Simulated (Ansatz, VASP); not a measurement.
**CsH in VASP and in Ansatz**

```
Cs H
1.0
    -0.11955    3.18800    3.18800
     3.18800   -0.11955    3.18800
     3.06845    3.06845    0.00000
Cs H
1 1
Direct
  0.00000 0.00000 0.00000
  0.50000 0.50000 0.50000
```

Change from the starting cell: strain -0.0750 x Voigt [0, 0, 0, 0, 0, 1], atoms carried along.

Alike in both runs: task single point; functional LDA; k mesh 8 × 8 × 8; occupations gaussian, width 0.05 eV; no spin polarisation.

```csv
,VASP,Ansatz
version,VASP 6.6.1,Ansatz 0.2.0
potentials or method,"VASP PAW LDA potentials, release 64 (Cs_sv, H), cutoff 520 eV","scalar-relativistic, plane waves, PAW"
valence electrons in the cell,10,10
```

VASP gave:

```
gap on the k mesh at the Fermi level (eV)                     : 1.89
least direct gap on the mesh (eV)                             : 1.93
pressure (GPa)                                                : -1.3
traceless stress, the component that is largest in VASP (GPa) : 0.41
```

What did Ansatz give for the same quantities?

gap on the k mesh at the Fermi level (eV): 1.91; least direct gap on the mesh (eV): 1.95; pressure (GPa): -1.3; traceless stress, the component that is largest in VASP (GPa): 0.41.

LDA's correlation is that of Perdew and Zunger in VASP and of Perdew and Wang (1992) in Ansatz.

Spin-orbit coupling is off throughout.
